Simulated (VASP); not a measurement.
# Al2C3 (P4/mbm) in VASP: single point with PBE

Aim: the single point of Al2C3 with PBE.

Everything below comes from runs of VASP 6.6.1. Logs are shortened: lines on timing, memory, paths and dates and some standing lists are left out, and cuts for length are marked.

## Step 1: The cell of the first run

Symmetry: P4/mbm, No. 127, tetragonal system. The conventional cell has a = 5.700 Å, b = 5.700 Å, c = 3.334 Å, α = 90.00°, β = 90.00°, γ = 90.00°. Within 2.9 Å of Al (site symmetry m2m) lie 8 C at 2.02 to 2.76 Å and 4 Al at 2.85 Å. Within 2.7 Å of C (site symmetry 4/m) lie 4 Al at 2.02 Å. C (site symmetry m2m) has 1 C at 1.31 Å within 1.8 Å.

## Step 2: Single point, PBE

The input, INCAR:

```
SYSTEM = Al2C3
ALGO = Normal
EDIFF = 1E-7
ENCUT = 520
GGA = PE
ISIF = 2
ISMEAR = 0
LASPH = .True.
LCHARG = .False.
LREAL = .False.
LWAVE = .False.
NBANDS = 29
NELM = 80
PREC = Accurate
SIGMA = 0.1
```

The input, KPOINTS:

```
k-points
0
Gamma
  8 8 12
  0 0 0
```

The input, POSCAR:

```
Al2C3
1.0
    5.7004112704      0.0000000000      0.0000000000
    0.0000000000      5.7004112704      0.0000000000
    0.0000000000      0.0000000000      3.3338313848
Al C
4 6
Direct
    0.2401820832      0.7401820832      0.0000000000
    0.2598179168      0.2401820832      0.0000000000
    0.7598179168      0.2598179168      0.0000000000
    0.7401820832      0.7598179168      0.0000000000
    0.0000000000      0.0000000000      0.0000000000
    0.5000000000      0.5000000000      0.0000000000
    0.0815486204      0.5815486204      0.5000000000
    0.4184513796      0.0815486204      0.5000000000
    0.9184513796      0.4184513796      0.5000000000
    0.5815486204      0.9184513796      0.5000000000
```

Potentials or basis: VASP PAW PBE potentials, release 64 (Al, C).

Started as:

```
cat potpaw_PBE.64/Al/POTCAR potpaw_PBE.64/C/POTCAR > POTCAR
mpirun -np 1 vasp_std > vasp.out
```

OUTCAR:

```text
SYSTEM = Al2C3
   EDIFF = 1E-7
   ENCUT = 520
   GGA = PE
   ISIF = 2
   ISMEAR = 0
   LASPH = .True.
   LREAL = .False.
   NELM = 80
   PREC = Accurate

 ion  position               nearest neighbor table
   1  0.240  0.740  0.000-   5 2.02   6 2.02   7 2.10   7 2.10   2 2.85   4 2.85   2 2.85   4 2.85

   2  0.260  0.240  0.000-   5 2.02   6 2.02   8 2.10   8 2.10   1 2.85   3 2.85   1 2.85   3 2.85

   3  0.760  0.260  0.000-   5 2.02   6 2.02   9 2.10   9 2.10   2 2.85   4 2.85   4 2.85   2 2.85

   4  0.740  0.760  0.000-   5 2.02   6 2.02  10 2.10  10 2.10   1 2.85   3 2.85   3 2.85   1 2.85

   5  0.000  0.000  0.000-   1 2.02   2 2.02   3 2.02   4 2.02
   6  0.500  0.500  0.000-   1 2.02   2 2.02   3 2.02   4 2.02
   7  0.082  0.582  0.500-   9 1.31   1 2.10   1 2.10
   8  0.418  0.082  0.500-  10 1.31   2 2.10   2 2.10
   9  0.918  0.418  0.500-   7 1.31   3 2.10   3 2.10
  10  0.582  0.918  0.500-   8 1.31   4 2.10   4 2.10

  LATTYP: Found a simple tetragonal cell.
 ALAT       =     5.7004112704
 C/A-ratio  =     0.5848405013

  Lattice vectors:

 A1 = (   5.7004112704,   0.0000000000,   0.0000000000)
 A2 = (   0.0000000000,   5.7004112704,   0.0000000000)
 A3 = (   0.0000000000,   0.0000000000,   3.3338313848)

Analysis of symmetry for initial positions (statically):
=====================================================================
 Subroutine PRICEL returns:
 Original cell was already a primitive cell.

 Routine SETGRP: Setting up the symmetry group for a
 simple tetragonal supercell.

 Subroutine GETGRP returns: Found 16 space group operations
 (whereof  8 operations were pure point group operations)
 out of a pool of 16 trial point group operations.

The static configuration has the point symmetry C_4h.
 The point group associated with its full space group is D_4h.

Analysis of symmetry for dynamics (positions and initial velocities):
=====================================================================
 Subroutine PRICEL returns:
 Original cell was already a primitive cell.

 Routine SETGRP: Setting up the symmetry group for a
 simple tetragonal supercell.

 Subroutine GETGRP returns: Found 16 space group operations
 (whereof  8 operations were pure point group operations)
 out of a pool of 16 trial point group operations.

The dynamic configuration has the point symmetry C_4h.
 The point group associated with its full space group is D_4h.

 Subroutine INISYM returns: Found 16 space group operations
 (whereof  8 operations are pure point group operations),
 and found     1 'primitive' translations

----------------------------------------------------------------------------------------

                                     Primitive cell

  volume of cell :     108.3318

  direct lattice vectors                    reciprocal lattice vectors
     5.700411270  0.000000000  0.000000000     0.175425939  0.000000000  0.000000000
     0.000000000  5.700411270  0.000000000     0.000000000  0.175425939  0.000000000
     0.000000000  0.000000000  3.333831385     0.000000000  0.000000000  0.299955182

  length of vectors
     5.700411270  5.700411270  3.333831385     0.175425939  0.175425939  0.299955182

  position of ions in fractional coordinates (direct lattice)
     0.240182083  0.740182083  0.000000000
     0.259817917  0.240182083  0.000000000
     0.759817917  0.259817917  0.000000000
     0.740182083  0.759817917  0.000000000
     0.000000000  0.000000000  0.000000000
     0.500000000  0.500000000  0.000000000
     0.081548620  0.581548620  0.500000000
     0.418451380  0.081548620  0.500000000
     0.918451380  0.418451380  0.500000000
     0.581548620  0.918451380  0.500000000

  ion indices of the primitive-cell ions
   primitive index   ion index
                 1           1
                 2           2
                 3           3
                 4           4
                 5           5
                 6           6
                 7           7
                 8           8
                 9           9
                10          10

----------------------------------------------------------------------------------------

 KPOINTS: k-points

Automatic generation of k-mesh.
 Grid dimensions read from file:
 generate k-points for:    8    8   12

 Generating k-lattice:

  Cartesian coordinates                     Fractional coordinates (reciprocal lattice)
     0.021928242  0.000000000  0.000000000     0.125000000  0.000000000  0.000000000
     0.000000000  0.021928242  0.000000000     0.000000000  0.125000000  0.000000000
     0.000000000  0.000000000  0.024996265     0.000000000  0.000000000  0.083333333

  Length of vectors
     0.021928242  0.021928242  0.024996265

  Shift w.r.t. Gamma in fractional coordinates (k-lattice)
     0.000000000  0.000000000  0.000000000

 Subroutine IBZKPT returns following result:
 ===========================================

 Found    105 irreducible k-points:

 Following reciprocal coordinates:
            Coordinates               Weight
  0.000000  0.000000  0.000000      1.000000
  0.125000  0.000000  0.000000      4.000000
  0.250000  0.000000  0.000000      4.000000
  0.375000  0.000000  0.000000      4.000000
  0.500000  0.000000  0.000000      2.000000
  0.125000  0.125000  0.000000      4.000000
[... 16 lines left out ...]
  0.375000  0.125000  0.083333     16.000000
  0.500000  0.125000  0.083333      8.000000
 [... further k-points ...]
   k-points           NKPTS =    105   k-points in BZ     NKDIM =    105   number of bands    NBANDS=     29
   number of dos      NEDOS =    301   number of ions     NIONS =     10
   total plane-waves  NPLWV =  49392
   dimension x,y,z NGX =    42 NGY =   42 NGZ =   28
   dimension x,y,z NGXF=    84 NGYF=   84 NGZF=   56
   ions per type =               4   6
   NGX,Y,Z   is equivalent  to a cutoff of  12.25, 12.25, 13.96 a.u.
   NGXF,Y,Z  is equivalent  to a cutoff of  24.50, 24.50, 27.93 a.u.
 SYSTEM =  Al2C3
   PREC   = accura    normal or accurate (medium, high low for compatibility)
   ISTART =      0    job   : 0-new  1-cont  2-samecut
   ICHARG =      2    charge: 1-file 2-atom 10-const
   ISPIN  =      1    spin polarized calculation?
   LNONCOLLINEAR =      F non collinear calculations
   LSORBIT =      F    spin-orbit coupling
   LASPH  =      T    aspherical Exc in radial PAW
   ENCUT  =  520.0 eV  38.22 Ry    6.18 a.u.  10.60 10.60  6.20*2*pi/ulx,y,z
   NELM   =     80;   NELMIN=  2; NELMDL= -5     # of ELM steps
   EDIFF  = 0.1E-06   stopping-criterion for ELM
   LREAL  =      F    real-space projection
   EDIFFG = 0.1E-05   stopping-criterion for IOM
   NSW    =      0    number of steps for IOM
   IBRION =     -1    ionic relax: 0-MD 1-quasi-New 2-CG
   NFREE  =      0    steps in history (QN), initial steepest desc. (CG)
   ISIF   =      2    stress and relaxation
   ISYM   =      2    0-nonsym 1-usesym 2-fastsym
   POTIM  = 0.5000    time-step for ionic-motion
   TEBEG  =    0.0;   TEEND  =   0.0 temperature during run
   PSTRESS=    0.0 pullay stress
   NELECT =      36.0000    total number of electrons
   NUPDOWN=      -1.0000    fix difference up-down
   EMIN   =  10.00;   EMAX   =-10.00  energy-range for DOS
   EFERMI =   0.00;   METHOD = LEGACY
   ISMEAR =     0;   SIGMA  =   0.10  broadening in eV -4-tet -1-fermi 0-gaus
   EFERMI_NEDOS =   21; number of points for ismear=-14 and -15
   IALGO  =     38    algorithm
   IMIX   =      4    mixing-type and parameters
     AMIX     =   0.40;   BMIX     =  1.00
     AMIX_MAG =   1.60;   BMIX_MAG =  1.00
  volume/ion in A,a.u.               =      10.83        73.11
  Fermi-wavevector in a.u.,A,eV,Ry     =   1.133941  2.142837 17.494662  1.285821
  Thomas-Fermi vector in A             =   2.270644
   LORBIT       =      0    0 simple, 1 ext, 2 COOP (PROOUT), +10 PAW based schemes
   GGA     = PE    functional components
   LHFCALC =     F    Hartree Fock is set to
   AEXX    =    0.0000 exact exchange contribution
   IVDW    =     0    specifies the selected vdW correction
   LEPSILON=     F    determine dielectric tensor
   LRPA    =     F    only Hartree local field effects (RPA)
 non-spin polarized calculation
 Gauss-broadening in eV      SIGMA  =   0.10
  energy-cutoff  :      520.00
  volume of cell :      108.33
 maximum number of plane-waves:      2945
   NGX = 21   NGY = 21   NGZ = 13

 number of electron      36.0000003 magnetization

 Free energy of the ion-electron system (eV)
  ---------------------------------------------------
  ext. energy  EPLUGINS =         0.00000000
  ---------------------------------------------------
  free energy    TOTEN  =       -62.31540986 eV

  energy without entropy =      -62.30538796  energy(sigma->0) =      -62.31039891

 E-fermi :   7.1442     XC(G=0): -10.8170

 val. band max:        7.1442056099   @ k =   0.0000   0.0000   0.0833
 cond. band min:       7.1456287029   @ k =   0.3750   0.3750   0.4167
 fundamental gap:      0.0014230930
 Fermi energy:         7.1442084936

 k-point     1 :       0.0000    0.0000    0.0000
  band No.  band energies     occupation
      1      -8.9924      2.00000
      2      -8.1753      2.00000
      3      -4.0278      2.00000
      4      -3.7703      2.00000
      5      -2.4792      2.00000
      6      -2.4792      2.00000
[... 21 lines left out ...]
     28      13.7933      0.00000
     29      15.0401      0.00000

 k-point     2 :       0.1250    0.0000    0.0000
  band No.  band energies     occupation
      1      -8.9606      2.00000
      2      -8.2023      2.00000
      3      -4.0867      2.00000
      4      -3.9520      2.00000
      5      -2.4077      2.00000
      6      -2.1830      2.00000
[... 21 lines left out ...]
     28      13.8266      0.00000
     29      14.8812      0.00000

 k-point     3 :       0.2500    0.0000    0.0000
  band No.  band energies     occupation
      1      -8.8696      2.00000
      2      -8.2828      2.00000
      3      -4.2310      2.00000
      4      -4.2247      2.00000
      5      -2.2115      2.00000
      6      -1.6233      2.00000
[... 21 lines left out ...]
     28      13.6144      0.00000
     29      14.7784      0.00000

 k-point     4 :       0.3750    0.0000    0.0000
  band No.  band energies     occupation
      1      -8.7322      2.00000
      2      -8.4112      2.00000
      3      -4.4059      2.00000
      4      -4.3663      2.00000
      5      -1.9229      2.00000
      6      -1.3479      2.00000
[... 21 lines left out ...]
     28      13.3470      0.00000
     29      14.6390      0.00000

 k-point     5 :       0.5000    0.0000    0.0000
  band No.  band energies     occupation
      1      -8.5700      2.00000
      2      -8.5700      2.00000
      3      -4.4432      2.00000
      4      -4.4432      2.00000
      5      -1.5846      2.00000
      6      -1.5846      2.00000
[... 21 lines left out ...]
     28      13.2081      0.00000
     29      14.7816      0.00000
[... 510 lines left out ...]
     28      13.6160      0.00000
     29      14.6809      0.00000

 k-point    22 :       0.2500    0.1250    0.0833
  band No.  band energies     occupation
      1      -8.7925      2.00000
      2      -8.2590      2.00000
      3      -4.2956      2.00000
      4      -4.2828      2.00000
      5      -1.9662      2.00000
      6      -1.4503      2.00000
[... 21 lines left out ...]
     28      13.4258      0.00000
     29      14.7233      0.00000

 k-point    23 :       0.3750    0.1250    0.0833
  band No.  band energies     occupation
      1      -8.6640      2.00000
      2      -8.3716      2.00000
      3      -4.4594      2.00000
      4      -4.4208      2.00000
      5      -1.6821      2.00000
      6      -1.1557      2.00000
[... 21 lines left out ...]
     28      13.1498      0.00000
     29      14.7657      0.00000

 k-point    24 :       0.5000    0.1250    0.0833
  band No.  band energies     occupation
      1      -8.5147      2.00000
      2      -8.5147      2.00000
      3      -4.4956      2.00000
      4      -4.4956      2.00000
      5      -1.3607      2.00000
      6      -1.3607      2.00000
[... 21 lines left out ...]
     28      12.9487      0.00000
     29      14.8879      0.00000

 [... further k-points ...]

------------------------ aborting loop because EDIFF is reached ----------------------------------------

  FORCE on cell =-STRESS in cart. coord.  units (eV):
  Direction    XX          YY          ZZ          XY          YZ          ZX
  --------------------------------------------------------------------------------------
  -------------------------------------------------------------------------------------
  Total        0.0676644      0.0676644     -0.0505012      0.0000000     -0.0000000      0.0000000
  in kB        1.0007245      1.0007245     -0.7468892      0.0000000     -0.0000000      0.0000000
  external PRESSURE =       0.4181866 kB  Pullay stress =       0.0000000 kB

 VOLUME and BASIS-vectors are now :
 -----------------------------------------------------------------------------
  energy-cutoff  :      520.00
  volume of cell :      108.33
      direct lattice vectors                 reciprocal lattice vectors
     5.700411270  0.000000000  0.000000000     0.175425939  0.000000000  0.000000000
     0.000000000  5.700411270  0.000000000     0.000000000  0.175425939  0.000000000
     0.000000000  0.000000000  3.333831385     0.000000000  0.000000000  0.299955182

 POSITION                                       TOTAL-FORCE (eV/Angst)
 -----------------------------------------------------------------------------------
      1.36914      4.21934      0.00000        -0.002006     -0.002006      0.000000
      1.48107      1.36914      0.00000         0.002006     -0.002006     -0.000000
      4.33127      1.48107      0.00000         0.002006      0.002006     -0.000000
      4.21934      4.33127      0.00000        -0.002006      0.002006      0.000000
      0.00000      0.00000      0.00000        -0.000000      0.000000     -0.000000
      2.85021      2.85021      0.00000        -0.000000      0.000000     -0.000000
      0.46486      3.31507      1.66692         0.060631      0.060631     -0.000000
      2.38534      0.46486      1.66692        -0.060631      0.060631     -0.000000
      5.23555      2.38534      1.66692        -0.060631     -0.060631     -0.000000
      3.31507      5.23555      1.66692         0.060631     -0.060631      0.000000
 -----------------------------------------------------------------------------------
    total drift:                               -0.000000      0.000000     -0.000000

  FREE ENERGIE OF THE ION-ELECTRON SYSTEM (eV)
  ---------------------------------------------------
  free  energy   TOTEN  =       -62.3154098555 eV

  energy  without entropy=      -62.3053879646  energy(sigma->0) =      -62.31039891
```

Wall time 3.8 min (1 thread of AMD EPYC 9R14 (Zen 4), shared host); peak memory 0.34 GiB.

What came out:

- Free energy: -62.3154 eV
- Pressure: 0.0 GPa
- Largest force: 0.086 eV/Å
- Band gap on the k mesh: zero (bands 18 and 19 overlap by 1.36 eV)

Forces on the atoms (eV/Å):
```
Al  -0.002 -0.002  0.000
Al   0.002 -0.002  0.000
Al   0.002  0.002  0.000
Al  -0.002  0.002  0.000
C    0.000  0.000  0.000
C    0.000  0.000  0.000
C    0.061  0.061  0.000
C   -0.061  0.061  0.000
C   -0.061 -0.061  0.000
C    0.061 -0.061  0.000
```

Stress tensor (GPa, compression positive):
```
 0.10  0.00  0.00
 0.00  0.10  0.00
 0.00  0.00 -0.07
```
